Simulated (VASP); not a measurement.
# F (C2/m) in VASP: notebook, part 2 of 2

VASP 6.6.1. The steps go on from the part before.

### 4 Single point, PBEsol (19.22 Å³/atom)

This run uses another cell than the first one, of 19.22 Å³/atom.

INCAR

```
SYSTEM = F
PREC = Accurate
ENCUT = 1350
EDIFF = 1E-6
ISMEAR = 0
SIGMA = 0.05
LREAL = .False.
LASPH = .True.
NELM = 120
ALGO = Normal
ISIF = 2
LWAVE = .False.
LCHARG = .False.
GGA = PS
NBANDS = 22
GGA_COMPAT = .False.
```

KPOINTS

```
Automatic mesh
0
Gamma
  4 4 2
  0 0 0
```

POSCAR

```
F
1.0
    2.9707572489     -1.8204456838     -0.2291304273
    2.9707572489      1.8204456838     -0.2291304273
   -2.1999449804      0.0000000000      7.2763689445
F
4
Direct
    0.0848459664      0.0848459664      0.0940038325
    0.9151540336      0.9151540336      0.9059961675
    0.5015719855      0.5015719855      0.5937195244
    0.4984280145      0.4984280145      0.4062804756
```

On the command line:

```bash
> cat potpaw_PBE.64/F_h/POTCAR > POTCAR
> mpirun -np 1 vasp_std > vasp.out
```

It took 48 s on 1 thread of Intel Xeon 6975P-C (Granite Rapids), shared host; peak memory 0.43 GiB.

The run converged. Its results:

* Free energy: -7.9521 eV
* Pressure: -1.7 GPa
* Largest force: 0.632 eV/Å
* Band gap on the k mesh: 2.85 eV (least direct gap 2.92 eV)

Forces on the atoms (eV/Å):
```
F   -0.264  0.000 -0.557
F    0.264  0.000  0.557
F    0.173  0.000 -0.607
F   -0.173  0.000  0.607
```

Stress tensor (GPa, compression positive):
```
-0.93  0.00 -0.22
 0.00 -0.51  0.00
-0.22  0.00 -3.78
```

Levels at points of the mesh, in eV from the valence-band top:
| k point | band 10 | band 11 | band 12 | band 13 | band 14 | band 15 | band 16 | band 17 | band 18 | band 19 |
| --- | --- | --- | --- | --- | --- | --- | --- | --- | --- | --- |
| (0.00, 0.00, 0.00) | -3.27 | -0.27 | -0.17 | -0.08 | -0.07 | 2.85 | 3.64 | 8.70 | 11.10 | 11.94 |
| (0.50, 0.00, 0.00) | -3.36 | -0.36 | -0.27 | -0.26 | -0.14 | 3.27 | 3.37 | 12.56 | 12.70 | 14.20 |
| (0.50, 0.50, 0.00) | -3.40 | -0.34 | -0.29 | -0.19 | 0.00 | 3.22 | 3.38 | 13.01 | 13.42 | 13.43 |
| (0.00, 0.00, 0.50) | -3.28 | -0.26 | -0.16 | -0.13 | -0.07 | 3.19 | 3.28 | 9.50 | 9.52 | 14.53 |
| (0.50, 0.00, 0.50) | -3.33 | -0.45 | -0.29 | -0.18 | -0.05 | 3.09 | 3.52 | 12.45 | 13.33 | 13.56 |
| (0.50, 0.50, 0.50) | -3.46 | -0.37 | -0.25 | -0.19 | -0.09 | 3.27 | 3.37 | 12.76 | 12.89 | 14.91 |

Caveat: the k points lie up to 0.52 Å⁻¹ apart; this functional lacks dispersion, which holds the molecules together, so the pressure and a relaxed volume are unreliable; the PAW data sets were made with another functional, which shifts forces and pressure a little.

### 5 Single point, PBEsol (20.14 Å³/atom)

This run uses another cell than the first one, of 20.14 Å³/atom.

INCAR

```
PREC = Accurate ; ENCUT = 1350
EDIFF = 1E-6 ; ISMEAR = 0
SIGMA = 0.05 ; LREAL = False
LASPH = True ; NELM = 120
ALGO = Normal ; ISIF = 2
LWAVE = False ; LCHARG = False
GGA = PS ; NBANDS = 22
GGA_COMPAT = False
```

KPOINTS

```
Automatic mesh
0
Gamma
  4 4 2
```

POSCAR

```
F
1.0
    3.2519794879     -1.7812103934     -0.2508207124
    3.2519794879      1.7812103934     -0.2508207124
   -2.4715241578      0.0000000000      7.1441480068
F
4
Direct
    0.0848459664      0.0848459664      0.0940038325
    0.9151540336      0.9151540336      0.9059961675
    0.5015719855      0.5015719855      0.5937195244
    0.4984280145      0.4984280145      0.4062804756
```

Potentials or basis: VASP PAW PBE potentials, release 64 (F_h).

On the command line:

```bash
> cat potpaw_PBE.64/F_h/POTCAR > POTCAR
> mpirun -np 1 vasp_std > vasp.out
```

OUTCAR:

```text
PREC = Accurate
   ENCUT = 1350
   EDIFF = 1E-6
   ISMEAR = 0
   LREAL = False
   LASPH = True
   NELM = 120
   ISIF = 2
   GGA = PS

 ion  position               nearest neighbor table
   1  0.085  0.085  0.094-   2 1.41
   2  0.915  0.915  0.906-   1 1.41
   3  0.502  0.502  0.594-   4 1.41
   4  0.498  0.498  0.406-   3 1.41

  LATTYP: Found a base centered monoclinic cell.
 ALAT       =     6.5232757475
 B/A-ratio  =     0.5461091827
 C/A-ratio  =     1.1588628859
 COS(beta)  =    -0.3986453280

  Lattice vectors:

 A1 = (   3.2519794879,  -1.7812103934,  -0.2508207124)
 A2 = (   3.2519794879,   1.7812103934,  -0.2508207124)
 A3 = (  -2.4715241578,   0.0000000000,   7.1441480068)

Analysis of symmetry for initial positions (statically):
=====================================================================
 Subroutine PRICEL returns:
 Original cell was already a primitive cell.

 Routine SETGRP: Setting up the symmetry group for a
 base centered monoclinic supercell.

 Subroutine GETGRP returns: Found  4 space group operations
 (whereof  4 operations were pure point group operations)
 out of a pool of  4 trial point group operations.

The static configuration has the point symmetry C_2h.

Analysis of symmetry for dynamics (positions and initial velocities):
=====================================================================
 Subroutine PRICEL returns:
 Original cell was already a primitive cell.

 Routine SETGRP: Setting up the symmetry group for a
 base centered monoclinic supercell.

 Subroutine GETGRP returns: Found  4 space group operations
 (whereof  4 operations were pure point group operations)
 out of a pool of  4 trial point group operations.

The dynamic configuration has the point symmetry C_2h.

[... 105 lines left out ...]
   EFERMI =   0.00;   METHOD = LEGACY
   ISMEAR =     0;   SIGMA  =   0.05  broadening in eV -4-tet -1-fermi 0-gaus
   EFERMI_NEDOS =   21; number of points for ismear=-14 and -15
   IALGO  =     38    algorithm
   IMIX   =      4    mixing-type and parameters
     AMIX     =   0.40;   BMIX     =  1.00
     AMIX_MAG =   1.60;   BMIX_MAG =  1.00
  volume/ion in A,a.u.               =      20.14       135.90
  Fermi-wavevector in a.u.,A,eV,Ry     =   1.151052  2.175173 18.026635  1.324920
  Thomas-Fermi vector in A             =   2.287712
   LORBIT       =      0    0 simple, 1 ext, 2 COOP (PROOUT), +10 PAW based schemes
   GGA     = PS    functional components
   LHFCALC =     F    Hartree Fock is set to
   AEXX    =    0.0000 exact exchange contribution
   IVDW    =     0    specifies the selected vdW correction
   LEPSILON=     F    determine dielectric tensor
   LRPA    =     F    only Hartree local field effects (RPA)
 non-spin polarized calculation
 Gauss-broadening in eV      SIGMA  =   0.05
  energy-cutoff  :     1350.00
  volume of cell :       80.56
 maximum number of plane-waves:      9107
 NGX is ok and might be reduce to    48
   NGX = 23   NGY = 23   NGZ = 45

 number of electron      28.0000002 magnetization

 Free energy of the ion-electron system (eV)
  ---------------------------------------------------
  ext. energy  EPLUGINS =         0.00000000
  ---------------------------------------------------
  free energy    TOTEN  =        -7.96083422 eV

  energy without entropy =       -7.96083422  energy(sigma->0) =       -7.96083422

 E-fermi :  -5.2706     XC(G=0):  -6.5627

 val. band max:       -5.5420406187   @ k =   0.5000   0.5000   0.0000
 cond. band min:      -2.5141063822   @ k =   0.0000   0.0000   0.0000
 fundamental gap:      3.0279342365
 Fermi energy:        -5.2705602667

 k-point     1 :       0.0000    0.0000    0.0000
  band No.  band energies     occupation
      1     -30.4319      2.00000
      2     -30.2927      2.00000
      3     -24.0428      2.00000
      4     -23.8194      2.00000
      5     -12.1083      2.00000
      6     -11.6052      2.00000
[... 339 lines left out ...]
     21       9.0999      0.00000
     22       9.2145      0.00000

------------------------ aborting loop because EDIFF is reached ----------------------------------------

  FORCE on cell =-STRESS in cart. coord.  units (eV):
  Direction    XX          YY          ZZ          XY          YZ          ZX
  --------------------------------------------------------------------------------------
  -------------------------------------------------------------------------------------
  Total       -0.3954758     -0.2448230     -0.9814708      0.0000000      0.0000000     -0.0518261
  in kB       -7.8656130     -4.8692808    -19.5204606      0.0000000      0.0000000     -1.0307692
  external PRESSURE =     -10.7517848 kB  Pullay stress =       0.0000000 kB

 VOLUME and BASIS-vectors are now :
 -----------------------------------------------------------------------------
  energy-cutoff  :     1350.00
  volume of cell :       80.56
      direct lattice vectors                 reciprocal lattice vectors
     3.251979488 -1.781210393 -0.250820712     0.157967509 -0.280707996  0.054648996
     3.251979488  1.781210393 -0.250820712     0.157967509  0.280707996  0.054648996
    -2.471524158  0.000000000  7.144148007     0.011092022  0.000000000  0.143811998

 POSITION                                       TOTAL-FORCE (eV/Angst)
 -----------------------------------------------------------------------------------
      0.31950      0.00000      0.62902        -0.138157      0.000000     -0.279106
      3.71293      0.00000      6.01349         0.138157      0.000000      0.279106
      1.79481      0.00000      3.99001         0.104762      0.000000     -0.298379
      2.23762      0.00000      2.65250        -0.104762      0.000000      0.298379
 -----------------------------------------------------------------------------------
    total drift:                                0.000000     -0.000000     -0.000000

  FREE ENERGIE OF THE ION-ELECTRON SYSTEM (eV)
  ---------------------------------------------------
  free  energy   TOTEN  =        -7.9608342225 eV

  energy  without entropy=       -7.9608342225  energy(sigma->0) =       -7.96083422
```

OSZICAR:

```text
N       E                     dE             d eps       ncg     rms          rms(c)
DAV:   1     0.362777877364E+03    0.36278E+03   -0.23189E+04   616   0.240E+03
DAV:   2     0.386395654416E+02   -0.32414E+03   -0.30595E+03   920   0.384E+02
DAV:   3    -0.902947398008E+01   -0.47669E+02   -0.47235E+02   816   0.153E+02
DAV:   4    -0.960608115623E+01   -0.57661E+00   -0.57628E+00   670   0.197E+01
DAV:   5    -0.961419873371E+01   -0.81176E-02   -0.81174E-02   838   0.218E+00    0.135E+01
DAV:   6    -0.841121819558E+01    0.12030E+01   -0.53803E-01   658   0.708E+00    0.775E+00
DAV:   7    -0.796276713245E+01    0.44845E+00   -0.74702E-01   622   0.790E+00    0.772E-01
DAV:   8    -0.796054006148E+01    0.22271E-02   -0.94218E-02   640   0.246E+00    0.139E-01
DAV:   9    -0.796073035648E+01   -0.19030E-03   -0.23186E-03   784   0.415E-01    0.711E-02
DAV:  10    -0.796082707056E+01   -0.96714E-04   -0.17836E-04   788   0.114E-01    0.279E-02
DAV:  11    -0.796083302367E+01   -0.59531E-05   -0.25908E-05   676   0.533E-02    0.593E-03
DAV:  12    -0.796083402674E+01   -0.10031E-05   -0.38800E-06   694   0.185E-02    0.292E-03
DAV:  13    -0.796083422250E+01   -0.19576E-06   -0.73080E-07   428   0.860E-03
   1 F= -.79608342E+01 E0= -.79608342E+01  d E =-.138671E-15
```

Wall time 67 s (1 thread of Intel Xeon Platinum 8488C (Sapphire Rapids), shared host); peak memory 0.5 GiB.

Results:

* Free energy: -7.9608 eV
* Pressure: -1.1 GPa
* Largest force: 0.316 eV/Å
* Band gap on the k mesh: 3.03 eV (least direct gap 3.11 eV)

Forces in eV/Å, atoms in the order of the input:
```
F   -0.138  0.000 -0.279
F    0.138  0.000  0.279
F    0.105  0.000 -0.298
F   -0.105  0.000  0.298
```

Caveat: the k points lie up to 0.51 Å⁻¹ apart; this functional lacks dispersion, which holds the molecules together, so the pressure and a relaxed volume are unreliable; the PAW data sets were made with another functional, which shifts forces and pressure a little. A k mesh can miss the band edges.

### 6 Single point, PBEsol (20.14 Å³/atom)

This run uses another cell than the first one, of 20.14 Å³/atom.

INCAR

```
SYSTEM = F
ALGO     = Normal         ! electronic algorithm
EDIFF    = 1E-6           ! SCF threshold, eV
ENCUT    = 1350           ! plane-wave cutoff, eV
GGA      = PS             ! functional
GGA_COMPAT= .False.      
ISIF     = 2              ! what is computed and relaxed
ISMEAR   = 0              ! smearing method
LASPH    = .True.         ! aspherical terms in the spheres
LCHARG   = .False.        ! write CHGCAR
LREAL    = .False.        ! projectors in reciprocal space
LWAVE    = .False.        ! write WAVECAR
NBANDS   = 22             ! bands
NELM     = 120            ! most SCF steps
PREC     = Accurate       ! precision mode
SIGMA    = 0.05           ! smearing width, eV
```

KPOINTS

```
k-points
0
Gamma
  4 4 2
  0 0 0
```

POSCAR

```
F
1.0
    3.2868039569     -1.7717490918     -0.2535066759
    3.2868039569      1.7717490918     -0.2535066759
   -2.5065321604      0.0000000000      7.1099129181
F
4
Direct
    0.0848459664      0.0848459664      0.0940038325
    0.9151540336      0.9151540336      0.9059961675
    0.5015719855      0.5015719855      0.5937195244
    0.4984280145      0.4984280145      0.4062804756
```

Potentials or basis: VASP PAW PBE potentials, release 64 (F_h).

On the command line:

```bash
> cat potpaw_PBE.64/F_h/POTCAR > POTCAR
> mpirun -np 1 vasp_std > vasp.out
```

It took 55 s on 1 thread of Intel Xeon 6975P-C (Granite Rapids), shared host; peak memory 0.47 GiB.

It converged, with:

- Free energy: -7.9626 eV
- Pressure: -0.8 GPa
- Largest force: 0.172 eV/Å
- Band gap on the k mesh: 3.08 eV (least direct gap 3.17 eV)

Forces on the atoms (eV/Å):
```
F   -0.072  0.000 -0.151
F    0.072  0.000  0.151
F    0.060  0.000 -0.161
F   -0.060  0.000  0.161
```

Stress tensor (GPa, compression positive):
```
-0.68  0.00 -0.05
 0.00 -0.50  0.00
-0.05  0.00 -1.25
```

Levels at points of the mesh, in eV from the valence-band top:
| k point | band 11 | band 12 | band 13 | band 14 | band 15 | band 16 | band 17 | band 18 |
| --- | --- | --- | --- | --- | --- | --- | --- | --- |
| (0.00, 0.00, 0.00) | -0.34 | -0.16 | -0.12 | -0.08 | 3.08 | 3.74 | 8.53 | 11.06 |
| (0.50, 0.00, 0.00) | -0.34 | -0.29 | -0.27 | -0.17 | 3.44 | 3.51 | 12.36 | 12.49 |
| (0.50, 0.50, 0.00) | -0.30 | -0.24 | -0.17 | 0.00 | 3.40 | 3.49 | 12.51 | 12.54 |
| (0.00, 0.00, 0.50) | -0.29 | -0.19 | -0.16 | -0.09 | 3.36 | 3.42 | 9.39 | 9.40 |
| (0.50, 0.00, 0.50) | -0.45 | -0.33 | -0.19 | -0.07 | 3.31 | 3.63 | 12.28 | 13.04 |
| (0.50, 0.50, 0.50) | -0.32 | -0.22 | -0.15 | -0.09 | 3.43 | 3.50 | 12.01 | 12.12 |

Caveat: the k points lie up to 0.51 Å⁻¹ apart; this functional lacks dispersion, which holds the molecules together, so the pressure and a relaxed volume are unreliable; the PAW data sets were made with another functional, which shifts forces and pressure a little. A k mesh can miss the band edges.

### 7 Summary

```tsv
cell	gap on the mesh (eV)	pressure (GPa)	largest force (eV/Å)
a = 3.588, b = 3.588, c = 7.590 Å, angles 109.0, 109.0, 60.4°, 4 atoms	2.91	-1.5	0.54
a = 3.637, b = 3.637, c = 7.545 Å, angles 109.8, 109.8, 58.8°, 4 atoms	3.03	-0.9	0.23
a = 3.492, b = 3.492, c = 7.602 Å, angles 108.0, 108.0, 62.8°, 4 atoms	2.85	-1.7	0.63
a = 3.716, b = 3.716, c = 7.560 Å, angles 110.5, 110.5, 57.3°, 4 atoms	3.03	-1.1	0.32
a = 3.743, b = 3.743, c = 7.539 Å, angles 110.8, 110.8, 56.5°, 4 atoms	3.08	-0.8	0.17
```

Alike in all rows: task single point; level PBEsol; potentials or basis VASP PAW PBE potentials, release 64 (F_h); no spin polarisation; k mesh 4 × 4 × 2; cutoff (eV) 1350; smearing gaussian 0.05 eV.

Caveats: all runs use coarse meshes; this functional lacks dispersion, which holds the molecules together, so the pressure and a relaxed volume are unreliable; the PAW data sets were made with another functional, which shifts forces and pressure a little.

Total energies depend on the potentials used, so only differences within one code and one set of settings carry meaning.
